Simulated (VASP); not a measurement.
HfO2, 6 atoms in the cell. The structure is monoclinic, space group C2/c (No. 15). Conventional cell: a = 5.098 Å, b = 5.098 Å, c = 5.098 Å, α = 90.00°, β = 90.00°, γ = 90.00°. Hf (site symmetry 2) has 8 O at 2.13 to 2.29 Å within 2.8 Å. O (site symmetry 1) has 4 Hf at 2.13 to 2.29 Å and 6 O at 2.55 to 2.56 Å within 2.8 Å.  This cell differs from its parent crystal: atoms displaced along a vibrational mode.

| Quantity | Value |
| --- | --- |
| Program | VASP 6.6.1 |
| Task | single point |
| Functional | PBE |
| Potentials or basis | VASP PAW PBE potentials, release 64 (Hf_pv, O) |
| Cutoff | 520 eV |
| k mesh | 6 × 6 × 6 |
| Occupations | gaussian, width 0.05 eV |
| Spin | no spin polarisation |
| Dipole correction | no |
| Further INCAR settings | ALGO = Normal; EDIFF = 1e-06; NBANDS = 31 |

Potentials or basis: VASP PAW PBE potentials, release 64 (Hf_pv, O).

Run with:

```console
$ cat potpaw_PBE.64/Hf_pv/POTCAR potpaw_PBE.64/O/POTCAR > POTCAR
$ mpirun -np 1 vasp_std > vasp.out
```

Hardware: 1 thread of Intel Xeon 8259CL, on a shared host.

How long does it take, and how much memory?

Run time: 2.6 min on 1 thread of Intel Xeon 8259CL, with other jobs on the host, peak memory 0.26 GiB. Counts: scf iterations 14, k points 68.
